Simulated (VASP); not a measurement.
# Si4N (Immm) in VASP: notebook, part 2 of 2

VASP 6.6.1. Earlier steps stand in the parts before.

**4. Single point, PBE**

This run uses another cell than the first one, of 16.41 Å³/atom.

Input file INCAR:

```
SYSTEM = Si4N
PREC = Accurate
ENCUT = 520
EDIFF = 1E-7
ISMEAR = 0
SIGMA = 0.1
LREAL = .FALSE.
LASPH = .TRUE.
NELM = 60
ALGO = Normal
ISIF = 2
LWAVE = .FALSE.
LCHARG = .FALSE.
GGA = PE
NBANDS = 18
```

Input file KPOINTS:

```
regular mesh
0
G
  12 12 12
  0 0 0
```

Input file POSCAR:

```
Si4N
1.0
   -1.9914194271      2.8368037440      3.6310489552
    1.9914194271     -2.8368037440      3.6310489552
    1.9914194271      2.8368037440     -3.6310489552
Si N
4 1
Direct
    0.8936900746      0.1628286008      0.7308614738
    0.1063099254      0.8371713992      0.2691385262
    0.4319671270      0.1628286008      0.2691385262
    0.5680328730      0.8371713992      0.7308614738
    0.0000000000      0.0000000000      0.0000000000
```

Potentials or basis: VASP PAW PBE potentials, release 64 (Si, N).

Launch:

```
> cat potpaw_PBE.64/Si/POTCAR potpaw_PBE.64/N/POTCAR > POTCAR
> mpirun -np 1 vasp_std > vasp.out
```

OUTCAR:

```text
SYSTEM = Si4N
   PREC = Accurate
   ENCUT = 520
   EDIFF = 1E-7
   ISMEAR = 0
   LREAL = .FALSE.
   LASPH = .TRUE.
   NELM = 60
   ISIF = 2
   GGA = PE

 ion  position               nearest neighbor table
   1  0.894  0.163  0.731-   5 1.93   4 2.36   2 2.37   2 2.37   3 2.62   3 3.05
   2  0.106  0.837  0.269-   5 1.93   3 2.36   1 2.37   1 2.37   4 2.62   4 3.05
   3  0.432  0.163  0.269-   5 1.93   2 2.36   4 2.37   4 2.37   1 2.62   1 3.05
   4  0.568  0.837  0.731-   5 1.93   1 2.36   3 2.37   3 2.37   2 2.62   2 3.05
   5  0.000  0.000  0.000-   1 1.93   2 1.93   3 1.93   4 1.93

  LATTYP: Found a body centered orthorhombic cell.
 ALAT       =     3.9828388542
 B/A-ratio  =     1.4245134427
 C/A-ratio  =     1.8233471592

  Lattice vectors:

 A1 = (  -1.9914194271,   2.8368037440,   3.6310489552)
 A2 = (   1.9914194271,  -2.8368037440,   3.6310489552)
 A3 = (   1.9914194271,   2.8368037440,  -3.6310489552)

Analysis of symmetry for initial positions (statically):
=====================================================================
 Subroutine PRICEL returns:
 Original cell was already a primitive cell.

 Routine SETGRP: Setting up the symmetry group for a
 body centered orthorhombic supercell.

 Subroutine GETGRP returns: Found  8 space group operations
 (whereof  8 operations were pure point group operations)
 out of a pool of  8 trial point group operations.

The static configuration has the point symmetry D_2h.

Analysis of symmetry for dynamics (positions and initial velocities):
=====================================================================
 Subroutine PRICEL returns:
 Original cell was already a primitive cell.

 Routine SETGRP: Setting up the symmetry group for a
 body centered orthorhombic supercell.

 Subroutine GETGRP returns: Found  8 space group operations
 (whereof  8 operations were pure point group operations)
 out of a pool of  8 trial point group operations.

The dynamic configuration has the point symmetry D_2h.

 Subroutine INISYM returns: Found  8 space group operations
 (whereof  8 operations are pure point group operations),
 and found     1 'primitive' translations

----------------------------------------------------------------------------------------

                                     Primitive cell

  volume of cell :      82.0510

  direct lattice vectors                    reciprocal lattice vectors
    -1.991419427  2.836803744  3.631048955     0.000000000  0.176254703  0.137701256
     1.991419427 -2.836803744  3.631048955     0.251077193  0.000000000  0.137701256
     1.991419427  2.836803744 -3.631048955     0.251077193  0.176254703  0.000000000

  length of vectors
     5.019733392  5.019733392  5.019733392     0.223667959  0.286358853  0.306766160

  position of ions in fractional coordinates (direct lattice)
     0.893690075  0.162828601  0.730861474
     0.106309925  0.837171399  0.269138526
     0.431967127  0.162828601  0.269138526
     0.568032873  0.837171399  0.730861474
     0.000000000  0.000000000  0.000000000

  ion indices of the primitive-cell ions
   primitive index   ion index
                 1           1
                 2           2
                 3           3
                 4           4
[... 21 lines left out ...]
     0.000000000  0.000000000  0.000000000

 Subroutine IBZKPT returns following result:
 ===========================================

 Found    280 irreducible k-points:

 Following reciprocal coordinates:
            Coordinates               Weight
  0.000000  0.000000  0.000000      1.000000
  0.083333  0.000000 -0.000000      4.000000
  0.166667  0.000000 -0.000000      4.000000
  0.250000  0.000000 -0.000000      4.000000
  0.333333  0.000000 -0.000000      4.000000
  0.416667  0.000000 -0.000000      4.000000
[... 16 lines left out ...]
  0.250000  0.166667  0.000000      8.000000
  0.333333  0.166667 -0.000000      8.000000
 [... further k-points ...]
   k-points           NKPTS =    280   k-points in BZ     NKDIM =    280   number of bands    NBANDS=     18
   number of dos      NEDOS =    301   number of ions     NIONS =      5
   total plane-waves  NPLWV =  64000
   dimension x,y,z NGX =    40 NGY =   40 NGZ =   40
   dimension x,y,z NGXF=    80 NGYF=   80 NGZF=   80
   ions per type =               4   1
   NGX,Y,Z   is equivalent  to a cutoff of  13.25, 13.25, 13.25 a.u.
   NGXF,Y,Z  is equivalent  to a cutoff of  26.49, 26.49, 26.49 a.u.
 SYSTEM =  Si4N
   PREC   = accura    normal or accurate (medium, high low for compatibility)
   ISTART =      0    job   : 0-new  1-cont  2-samecut
   ICHARG =      2    charge: 1-file 2-atom 10-const
   ISPIN  =      1    spin polarized calculation?
   LNONCOLLINEAR =      F non collinear calculations
   LSORBIT =      F    spin-orbit coupling
   LASPH  =      T    aspherical Exc in radial PAW
   ENCUT  =  520.0 eV  38.22 Ry    6.18 a.u.   9.33  9.33  9.33*2*pi/ulx,y,z
   NELM   =     60;   NELMIN=  2; NELMDL= -5     # of ELM steps
   EDIFF  = 0.1E-06   stopping-criterion for ELM
   LREAL  =      F    real-space projection
   EDIFFG = 0.1E-05   stopping-criterion for IOM
   NSW    =      0    number of steps for IOM
   IBRION =     -1    ionic relax: 0-MD 1-quasi-New 2-CG
   NFREE  =      0    steps in history (QN), initial steepest desc. (CG)
   ISIF   =      2    stress and relaxation
   ISYM   =      2    0-nonsym 1-usesym 2-fastsym
   POTIM  = 0.5000    time-step for ionic-motion
   TEBEG  =    0.0;   TEEND  =   0.0 temperature during run
   PSTRESS=    0.0 pullay stress
   NELECT =      21.0000    total number of electrons
   NUPDOWN=      -1.0000    fix difference up-down
   EMIN   =  10.00;   EMAX   =-10.00  energy-range for DOS
   EFERMI =   0.00;   METHOD = LEGACY
   ISMEAR =     0;   SIGMA  =   0.10  broadening in eV -4-tet -1-fermi 0-gaus
   EFERMI_NEDOS =   21; number of points for ismear=-14 and -15
   IALGO  =     38    algorithm
   IMIX   =      4    mixing-type and parameters
     AMIX     =   0.40;   BMIX     =  1.00
     AMIX_MAG =   1.60;   BMIX_MAG =  1.00
  volume/ion in A,a.u.               =      16.41       110.74
  Fermi-wavevector in a.u.,A,eV,Ry     =   1.039409  1.964199 14.699346  1.080371
  Thomas-Fermi vector in A             =   2.173938
   LORBIT       =      0    0 simple, 1 ext, 2 COOP (PROOUT), +10 PAW based schemes
   GGA     = PE    functional components
   LHFCALC =     F    Hartree Fock is set to
   AEXX    =    0.0000 exact exchange contribution
   IVDW    =     0    specifies the selected vdW correction
   LEPSILON=     F    determine dielectric tensor
   LRPA    =     F    only Hartree local field effects (RPA)
 non-spin polarized calculation
 Gauss-broadening in eV      SIGMA  =   0.10
  energy-cutoff  :      520.00
  volume of cell :       82.05
 maximum number of plane-waves:      2235
 NGX is ok and might be reduce to    40
   NGX = 19   NGY = 19   NGZ = 19

 number of electron      21.0000000 magnetization

 Free energy of the ion-electron system (eV)
  ---------------------------------------------------
  ext. energy  EPLUGINS =         0.00000000
  ---------------------------------------------------
  free energy    TOTEN  =       -28.21546306 eV

  energy without entropy =      -28.20766042  energy(sigma->0) =      -28.21156174

 E-fermi :   6.7415     XC(G=0):  -9.8738

 val. band max:        6.7403846888   @ k =   0.0000   0.0000   0.0000
 cond. band min:       6.7431329122   @ k =  -0.4167  -0.2500   0.2500
 fundamental gap:      0.0027482234
 Fermi energy:         6.7414805822

 k-point     1 :       0.0000    0.0000    0.0000
  band No.  band energies     occupation
      1     -10.2691      2.00000
      2      -3.4880      2.00000
      3      -2.7237      2.00000
      4      -0.8589      2.00000
      5      -0.5560      2.00000
      6       2.5873      2.00000
[... 481 lines left out ...]
      5       0.8366      2.00000
      6       2.0113      2.00000
[... 10 lines left out ...]
     17      11.8899      0.00000
     18      12.5698      0.00000

 [... further k-points ...]
[... 5 lines left out ...]
  --------------------------------------------------------------------------------------
  -------------------------------------------------------------------------------------
  Total       -0.0547172     -0.0176174     -0.0670104      0.0000000      0.0000000      0.0000000
  in kB       -1.0684395     -0.3440076     -1.3084849      0.0000000      0.0000000      0.0000000
  external PRESSURE =      -0.9069773 kB  Pullay stress =       0.0000000 kB

 VOLUME and BASIS-vectors are now :
 -----------------------------------------------------------------------------
  energy-cutoff  :      520.00
  volume of cell :       82.05
      direct lattice vectors                 reciprocal lattice vectors
    -1.991419427  2.836803744  3.631048955     0.000000000  0.176254703  0.137701256
     1.991419427 -2.836803744  3.631048955     0.251077193  0.000000000  0.137701256
     1.991419427  2.836803744 -3.631048955     0.251077193  0.176254703  0.000000000

 POSITION                                       TOTAL-FORCE (eV/Angst)
 -----------------------------------------------------------------------------------
     -0.00000      4.14662      1.18248        -0.000000     -0.001017     -0.000104
      1.99142     -1.30982      2.44857         0.000000      0.001017      0.000104
      0.00000      1.52699      1.18248         0.000000      0.001017     -0.000104
      1.99142      1.30982      2.44857        -0.000000     -0.001017      0.000104
      0.00000      0.00000      0.00000        -0.000000     -0.000000     -0.000000
 -----------------------------------------------------------------------------------
    total drift:                                0.000000     -0.000000      0.000000

  FREE ENERGIE OF THE ION-ELECTRON SYSTEM (eV)
  ---------------------------------------------------
  free  energy   TOTEN  =       -28.2154630583 eV

  energy  without entropy=      -28.2076604245  energy(sigma->0) =      -28.21156174
```

stdout:

```text
POSCAR found type information on POSCAR SiN
 POSCAR found :  2 types and       5 ions
 scaLAPACK will be used
 LDA part: xc-table for (Slater+PW92), standard interpolation
 POSCAR, INCAR and KPOINTS ok, starting setup
 FFT: planning ... GRIDC
 FFT: planning ... GRID_SOFT
 FFT: planning ... GRID
 WAVECAR not read
 entering main loop
```

Wall time 13 min (1 thread of AMD EPYC 7R13, shared host); peak memory 0.44 GiB.

Results:

| Quantity | Value |
| --- | --- |
| Free energy | -28.2155 eV |
| Pressure | -0.1 GPa |
| Band gap on the k mesh | zero (an odd number of electrons rules out a gap without spin polarisation) |

**5. Overview**

| spin | cell | k mesh | gap on the mesh (eV) | pressure (GPa) | moment (μB) | largest force (eV/Å) |
| --- | --- | --- | --- | --- | --- | --- |
| collinear, ferromagnetic start | a = 4.629 Å, angles 136.8, 105.0, 90.7°, 5 atoms, atomic positions A | 6 × 6 × 6 | none | 46.9 | 0.00 | 4.25 |
| collinear, ferromagnetic start | a = 5.026 Å, angles 133.3, 109.8, 88.6°, 5 atoms, atomic positions B | 6 × 6 × 6 | none | 0.0 | 0.00 | 0.01 |
| off | a = 5.020 Å, angles 133.3, 111.2, 87.3°, 5 atoms, atomic positions C | 12 × 12 × 12 | none | -0.1 | - | - |

Alike in all rows: task single point; level PBE; potentials or basis VASP PAW PBE potentials, release 64 (Si, N); cutoff (eV) 520; smearing gaussian 0.1 eV.

Caveats: the cell stands under pressure (at least some runs); forces of over 1 eV/Å act on the atoms, so gaps and moduli don't describe the material at rest (at least some runs).

Absolute energies hang on the potentials; compare differences alone.
